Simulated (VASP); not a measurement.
# FeSi2 (P6/mmm) in VASP: relaxation of cell and atoms with PBEsol

Aim: the relaxation of cell and atoms of FeSi2 with PBEsol.

Everything below comes from runs of VASP 6.6.1. Logs are shortened: lines on timing, memory, paths and dates and some standing lists are left out, and cuts for length are marked.

### Step 1. The cell of the first run

Symmetry: P6/mmm, No. 191, hexagonal system. Conventional cell: a = 4.245 Å, b = 4.245 Å, c = 2.454 Å, α = 90.00°, β = 90.00°, γ = 120.00°. Within 3.2 Å of Fe (site symmetry 6/mmm) lie 2 Fe at 2.45 Å and 12 Si at 2.74 Å. Si (site symmetry -6m2) has 5 Si at 2.45 Å and 6 Fe at 2.74 Å within 3.2 Å.

### Step 2. Relaxation of cell and atoms, PBEsol, collinear spin, ferromagnetic start

Input file INCAR:

```
SYSTEM = FeSi2
ALGO     = Normal         ! electronic algorithm
EDIFF    = 1E-6           ! SCF threshold, eV
EDIFFG   = -0.01          ! ionic threshold
ENCUT    = 600            ! plane-wave cutoff, eV
GGA      = PS             ! functional
IBRION   = 2              ! ionic algorithm
ISIF     = 3              ! what is computed and relaxed
ISMEAR   = 0              ! smearing method
ISPIN    = 2              ! spin polarisation
LASPH    = .TRUE.         ! aspherical terms in the spheres
LCHARG   = .FALSE.        ! write CHGCAR
LMAXMIX  = 4              ! l up to which the mixer works
LORBIT   = 11             ! projections on sites
LREAL    = .FALSE.        ! projectors in reciprocal space
LWAVE    = .FALSE.        ! write WAVECAR
MAGMOM   = 2.61 0 0       ! initial moments
NELM     = 150            ! most SCF steps
NSW      = 80             ! ionic steps
PREC     = Accurate       ! precision mode
SIGMA    = 0.1            ! smearing width, eV
```

Input file KPOINTS:

```
k-points
0
G
  12 12 18
  0 0 0
```

Input file POSCAR:

```
FeSi2
1.0
    4.2449919650      0.0000000000      0.0000000000
   -2.1224959825      3.6762708806      0.0000000000
    0.0000000000      0.0000000000      2.4536180903
Fe Si
1 2
Direct
    0.0000000000      0.0000000000      0.0000000000
    0.3333333333      0.6666666667      0.5000000000
    0.6666666667      0.3333333333      0.5000000000
```

Potentials or basis: VASP PAW PBE potentials, release 64 (Fe, Si).

On the command line:

```bash
cat potpaw_PBE.64/Fe/POTCAR potpaw_PBE.64/Si/POTCAR > POTCAR
mpirun -np 1 vasp_std > vasp.out
```

OUTCAR:

```text
SYSTEM = FeSi2
   EDIFF = 1E-6
   EDIFFG = -0.01
   ENCUT = 600
   GGA = PS
   IBRION = 2
   ISIF = 3
   ISMEAR = 0
   ISPIN = 2
   LASPH = .TRUE.
   LORBIT = 11
   LREAL = .FALSE.
   NELM = 150
   NSW = 80
   PREC = Accurate

 ion  position               nearest neighbor table
   1  0.000  0.000  0.000-   2 2.74   3 2.74   2 2.74   3 2.74   3 2.74   3 2.74   2 2.74   2 2.74
                             3 2.74   3 2.74   2 2.74   2 2.74
   2  0.333  0.667  0.500-   3 2.45   3 2.45   3 2.45   1 2.74   1 2.74   1 2.74   1 2.74   1 2.74
                             1 2.74
   3  0.667  0.333  0.500-   2 2.45   2 2.45   2 2.45   1 2.74   1 2.74   1 2.74   1 2.74   1 2.74
                             1 2.74

  LATTYP: Found a hexagonal cell.
 ALAT       =     4.2449919650
 C/A-ratio  =     0.5780029999

  Lattice vectors:

 A1 = (   4.2449919650,   0.0000000000,   0.0000000000)
 A2 = (  -2.1224959825,   3.6762708806,   0.0000000000)
 A3 = (   0.0000000000,   0.0000000000,   2.4536180903)

Analysis of symmetry for initial positions (statically):
=====================================================================
 Subroutine PRICEL returns:
 Original cell was already a primitive cell.

 Routine SETGRP: Setting up the symmetry group for a
 hexagonal supercell.

 Subroutine GETGRP returns: Found 24 space group operations
 (whereof 24 operations were pure point group operations)
 out of a pool of 24 trial point group operations.

The static configuration has the point symmetry D_6h.

Analysis of symmetry for dynamics (positions and initial velocities):
=====================================================================
 Subroutine PRICEL returns:
 Original cell was already a primitive cell.

 Routine SETGRP: Setting up the symmetry group for a
 hexagonal supercell.

 Subroutine GETGRP returns: Found 24 space group operations
 (whereof 24 operations were pure point group operations)
 out of a pool of 24 trial point group operations.

The dynamic configuration has the point symmetry D_6h.

Analysis of structural, dynamic, and magnetic symmetry:
=====================================================================
 Subroutine PRICEL returns:
 Original cell was already a primitive cell.

 Routine SETGRP: Setting up the symmetry group for a
 hexagonal supercell.

 Subroutine GETGRP returns: Found 24 space group operations
 (whereof 24 operations were pure point group operations)
 out of a pool of 24 trial point group operations.

The overall configuration has the point symmetry D_6h.
[... 131 lines left out ...]
   LRPA    =     F    only Hartree local field effects (RPA)
 conjugate gradient relaxation of ions
 spin polarized calculation
 Gauss-broadening in eV      SIGMA  =   0.10
  energy-cutoff  :      600.00
  volume of cell :       38.29
 maximum number of plane-waves:      1312
 NGX is ok and might be reduce to    36
   NGX = 17   NGY = 17   NGZ =  9

--------------------------------------- Ionic step        1  -------------------------------------------

 number of electron      15.9999995 magnetization       2.3806729

 Free energy of the ion-electron system (eV)
  ---------------------------------------------------
  ext. energy  EPLUGINS =         0.00000000
  ---------------------------------------------------
  free energy    TOTEN  =       -19.88677252 eV

  energy without entropy =      -19.87841047  energy(sigma->0) =      -19.88259150

------------------------ aborting loop because EDIFF is reached ----------------------------------------

  FORCE on cell =-STRESS in cart. coord.  units (eV):
  Direction    XX          YY          ZZ          XY          YZ          ZX
  --------------------------------------------------------------------------------------
  -------------------------------------------------------------------------------------
  Total       -0.4742264     -0.4742264     -0.0158094      0.0000000     -0.0000000      0.0000000
  in kB      -19.8428911    -19.8428911     -0.6615061      0.0000000     -0.0000000      0.0000000
  external PRESSURE =     -13.4490961 kB  Pullay stress =       0.0000000 kB
[... 135 lines left out ...]
--------------------------------------- Ionic step        5  -------------------------------------------

 number of electron      15.9999998 magnetization       2.3438693

 Free energy of the ion-electron system (eV)
  ---------------------------------------------------
  ext. energy  EPLUGINS =         0.00000000
  ---------------------------------------------------
  free energy    TOTEN  =       -19.88978676 eV

  energy without entropy =      -19.88130039  energy(sigma->0) =      -19.88554358

 E-fermi :   9.8552     XC(G=0): -12.0772

 val. band max:        9.8459233598   @ k =   0.3333   0.1667   0.1667
 cond. band min:       9.8574932108   @ k =   0.2500  -0.0000   0.3889
 fundamental gap:      0.0115698509
 Fermi energy:         9.8551537776

 spin component 1

 k-point     1 :       0.0000    0.0000    0.0000
  band No.  band energies     occupation
      1      -4.3896      1.00000
      2       3.9452      1.00000
      3       3.9452      1.00000
      4       4.9639      1.00000
      5       5.8116      1.00000
      6       7.8991      1.00000
      7       7.8991      1.00000
      8       8.2066      1.00000
      9       8.2066      1.00000
     10       9.5356      1.00000
     11       9.5356      1.00000
     12      12.7994      0.00000
     13      17.8724      0.00000
[... 356 lines left out ...]
      2       0.2199      1.00000
      3       3.8171      1.00000
      4       4.7815      1.00000
      5       6.6334      1.00000
      6       6.9947      1.00000
      7       8.1018      1.00000
      8       8.1871      1.00000
      9       8.5079      1.00000
     10      11.7643      0.00000
     11      12.7134      0.00000
     12      16.2499      0.00000
     13      17.8693      0.00000

 [... further k-points ...]

 spin component 2

 k-point     1 :       0.0000    0.0000    0.0000
  band No.  band energies     occupation
      1      -4.2930      1.00000
      2       4.3657      1.00000
      3       4.3657      1.00000
      4       5.0514      1.00000
      5       7.1122      1.00000
      6       7.9702      1.00000
      7       7.9702      1.00000
      8      10.7792      0.00000
      9      10.7792      0.00000
     10      11.3065      0.00000
     11      11.3065      0.00000
     12      13.6205      0.00000
     13      17.9905      0.00000
[... 398 lines left out ...]
  FREE ENERGIE OF THE ION-ELECTRON SYSTEM (eV)
  ---------------------------------------------------
  free  energy   TOTEN  =       -19.8897867640 eV

  energy  without entropy=      -19.8813003869  energy(sigma->0) =      -19.88554358

 reached required accuracy - stopping structural energy minimisation

 total charge

# of ion       s       p       d       tot
------------------------------------------
    1        0.385   0.423   6.359   7.166
    2        0.775   0.856   0.000   1.631
    3        0.775   0.856   0.000   1.631
--------------------------------------------------
tot          1.934   2.135   6.359  10.428

 magnetization (x)

# of ion       s       p       d       tot
------------------------------------------
    1        0.000   0.003   2.228   2.231
    2        0.027   0.018   0.000   0.045
    3        0.027   0.018   0.000   0.045
--------------------------------------------------
tot          0.054   0.039   2.228   2.320
```

OSZICAR:

```text
N       E                     dE             d eps       ncg     rms          rms(c)
DAV:   1     0.670234461129E+02    0.67023E+02   -0.76445E+03  9904   0.134E+03
[... 42 lines left out ...]
   4 F= -.19889771E+02 E0= -.19885531E+02  d E =-.930557E-04  mag=     2.3437
       N       E                     dE             d eps       ncg     rms          rms(c)
DAV:   1    -0.198898255930E+02   -0.54138E-04   -0.11161E-03 11598   0.387E-01    0.540E-02
DAV:   2    -0.198898809295E+02   -0.55337E-04   -0.50136E-04 13208   0.463E-01    0.995E-02
DAV:   3    -0.198897904065E+02    0.90523E-04   -0.25741E-04 12918   0.338E-01    0.153E-02
DAV:   4    -0.198897869954E+02    0.34111E-05   -0.11593E-05 11167   0.267E-02    0.802E-03
DAV:   5    -0.198897867640E+02    0.23138E-06   -0.75918E-07  5400   0.170E-02
   5 F= -.19889787E+02 E0= -.19885544E+02  d E =-.109056E-03  mag=     2.3439
```

Wall time 16 min (1 thread of Oxide Virtual Turin-like, shared host); peak memory 0.31 GiB.

Results:

| Quantity | Value |
| --- | --- |
| Free energy | -19.8898 eV |
| Relaxed volume | 12.62 Å³/atom |
| Relaxed cell | a = 4.218 Å, b = 4.218 Å, c = 2.457 Å, α = 90.00°, β = 90.00°, γ = 120.00° |
| Space group after relaxing (to 0.1 Å) | P6/mmm (No. 191) |
| Energy gained by relaxing | 1.0 meV/atom |
| Ionic steps | 5 |
| Pressure after relaxing | 0.0 GPa |
| Net moment | 2.34 μB per cell |
| Site moments | Fe +2.23; Si +0.04 μB |
| Valence electrons inside the program's atomic spheres | Fe 7.17; Si 1.63 |

The path:
```csv
step,energy change (eV),largest force (eV/Å),pressure (GPa),volume (Å³)
1,0.0000,0.0000,-1.34,38.29
2,-0.0027,0.0000,0.67,37.70
3,-0.0029,0.0000,0.19,37.82
4,-0.0030,0.0000,-0.08,37.88
5,-0.0030,0.0000,-0.02,37.86
```

Final structure:
```xyz
3
Lattice="4.2184 0.0000 0.0000 -2.1092 3.6533 0.0000 0.0000 0.0000 2.4569" Properties=species:S:1:pos:R:3 pbc="T T T"
Fe    0.0000    0.0000    0.0000
Si    0.0000    2.4355    1.2285
Si    2.1092    1.2178    1.2285
```

Levels at points of the mesh, in eV from the Fermi level:
Spin up:
| k point | band 5 | band 6 | band 7 | band 8 | band 9 | band 10 | band 11 | band 12 | band 13 |
| --- | --- | --- | --- | --- | --- | --- | --- | --- | --- |
| (0.00, 0.00, 0.00) | -4.04 | -1.96 | -1.96 | -1.65 | -1.65 | -0.32 | -0.32 | 2.94 | 8.02 |
| (0.50, 0.00, 0.00) | -3.31 | -3.00 | -1.71 | -1.66 | -0.94 | 3.94 | 5.03 | 5.11 | 6.19 |
| (0.00, 0.00, 0.50) | -2.77 | -2.77 | -0.72 | -0.70 | -0.70 | -0.14 | 2.75 | 4.93 | 4.93 |
| (0.50, 0.00, 0.50) | -4.92 | -2.24 | -2.07 | -1.61 | -0.15 | 0.35 | 0.83 | 1.56 | 3.80 |
Spin down:
```
           k point  band 5  band 6  band 7  band 8  band 9  band 10
(0.00, 0.00, 0.00)   -2.74   -1.88   -1.88    0.92    0.92     1.45
(0.50, 0.00, 0.00)   -1.84   -1.40    0.81    0.86    0.90     4.03
(0.00, 0.00, 0.50)   -1.17   -1.17   -0.61   -0.60   -0.60     1.71
(0.50, 0.00, 0.50)   -3.85   -0.51   -0.28    0.50    0.95     1.56
```

Caveat: the PAW data sets were made with another functional, which shifts forces and pressure a little.
